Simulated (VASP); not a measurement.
## CuP: relaxation of cell and atoms with PBE

CuP:

```
CELL_PARAMETERS angstrom
3.70333 0.00000 0.00000
-1.85167 3.20718 0.00000
0.00000 0.00000 2.51961
ATOMIC_POSITIONS crystal
Cu 0.00000 0.00000 0.00000
P 0.66667 0.33333 0.50000
```

```
Program                : VASP 6.6.1
Task                   : relaxation of cell and atoms
Functional             : PBE
Potentials or basis    : VASP PAW PBE potentials, release 64 (Cu, P)
Cutoff                 : 600 eV
k mesh                 : 18 × 18 × 22
Occupations            : gaussian, width 0.1 eV
Spin                   : no spin polarisation
Dipole correction      : no
Further INCAR settings : ALGO = Normal; EDIFF = 1e-06; IBRION = 2; EDIFFG = -0.01; NSW = 100; ISIF = 3
```

| Property | Result |
| --- | --- |
| Relaxed volume | 15.01 Å³/atom |
| Relaxed cell | a = 3.739 Å, b = 3.739 Å, c = 2.481 Å, α = 90.00°, β = 90.00°, γ = 120.00° |
| Space group after relaxing (to 0.1 Å) | P-6m2 (No. 187) |
| Energy gained by relaxing | 3.0 meV/atom |
| Ionic steps | 5 |
| Pressure after relaxing | 0.0 GPa |
| Band gap on the k mesh | zero (bands 8 and 9 overlap by 2.80 eV) |

The path:
| step | energy change (eV) | largest force (eV/Å) | pressure (GPa) | volume (Å³) |
| --- | --- | --- | --- | --- |
| 1 | 0.0000 | 0.0000 | -0.17 | 29.93 |
| 2 | -0.0052 | 0.0000 | 0.30 | 29.85 |
| 3 | -0.0056 | 0.0000 | 0.60 | 29.83 |
| 4 | -0.0059 | 0.0000 | -0.14 | 30.08 |
| 5 | -0.0060 | 0.0000 | 0.00 | 30.03 |

Final structure:
```cif
data_structure
_symmetry_space_group_name_H-M 'P 1'
_symmetry_Int_Tables_number 1
_cell_length_a 3.7387
_cell_length_b 3.7387
_cell_length_c 2.4807
_cell_angle_alpha 90.000
_cell_angle_beta 90.000
_cell_angle_gamma 120.000
_cell_volume 30.03
loop_
_atom_site_label
_atom_site_type_symbol
_atom_site_fract_x
_atom_site_fract_y
_atom_site_fract_z
_atom_site_occupancy
Cu1 Cu 0.00000 0.00000 0.00000 1
P1 P 0.66667 0.33333 0.50000 1
```

Levels at points of the mesh, in eV from the Fermi level:
```csv
k point,band 4,band 5,band 6,band 7,band 8,band 9,band 10,band 11,band 12
"(0.00, 0.00, 0.00)",-4.47,-2.70,-2.70,-0.28,-0.28,1.51,4.62,4.62,6.36
"(0.50, 0.00, 0.00)",-4.08,-3.19,-2.80,-2.72,-2.45,2.25,7.22,10.28,10.62
"(0.00, 0.00, 0.50)",-4.23,-3.33,-3.33,-1.74,2.04,2.04,6.31,7.23,7.23
"(0.50, 0.00, 0.50)",-3.90,-3.02,-2.76,-2.59,-1.40,1.61,2.19,4.85,5.95
```

Wall time 3.4 min on 1 thread of Intel(R) Xeon(R) 6975P-C (Granite Rapids), with other jobs on the host, peak memory 0.34 GiB.
